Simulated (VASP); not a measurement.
**HgRuPt3: single point with PBE**

HgRuPt3:

```
Hg Ru Pt
1.0
     4.80205    0.00000    0.00000
     0.00000    4.80205    0.00000
     0.00000    0.00000    4.80205
Hg Ru Pt
1 1 3
Direct
  0.00000 0.00000 0.00000
  0.50000 0.50000 0.50000
  0.00000 0.50000 0.50000
  0.50000 0.00000 0.50000
  0.50000 0.50000 0.00000
```

```yaml
Program: VASP 6.6.1
Task: single point
Functional: PBE
Potentials_or_basis: VASP PAW PBE potentials, release 64 (Hg, Ru_pv, Pt)
Cutoff: 520 eV
k_mesh: 4 × 4 × 4
Occupations: gaussian, width 0.1 eV
Spin: no spin polarisation
Dipole_correction: no
Further_INCAR_settings: ALGO = Fast; EDIFF = 1e-06; NBANDS = 36
```

| Quantity | Value |
| --- | --- |
| Pressure | 0.2 GPa |
| Band gap on the k mesh | zero (bands 28 and 29 overlap by 2.04 eV) |

Levels at points of the mesh, in eV from the Fermi level:
```csv
k point,band 25,band 26,band 27,band 28,band 29,band 30,band 31,band 32
"(0.00, 0.00, 0.00)",0.71,0.71,1.04,1.04,1.04,1.11,1.11,1.11
"(0.50, 0.00, 0.00)",-1.19,-0.89,0.39,0.39,0.45,1.03,1.43,3.94
"(0.50, 0.50, 0.00)",-1.33,-1.26,-0.59,-0.43,-0.43,-0.33,0.38,0.38
"(0.50, 0.50, 0.50)",-1.19,-1.19,-0.99,-0.99,-0.99,0.64,0.85,0.85
```

Wall time 51 s on 1 thread of AMD EPYC 7R43 64-Core Processor (Zen 3), with other jobs on the host, peak memory 0.18 GiB.

Caveat: spin-orbit coupling is left out, which moves the levels of the heavy elements.
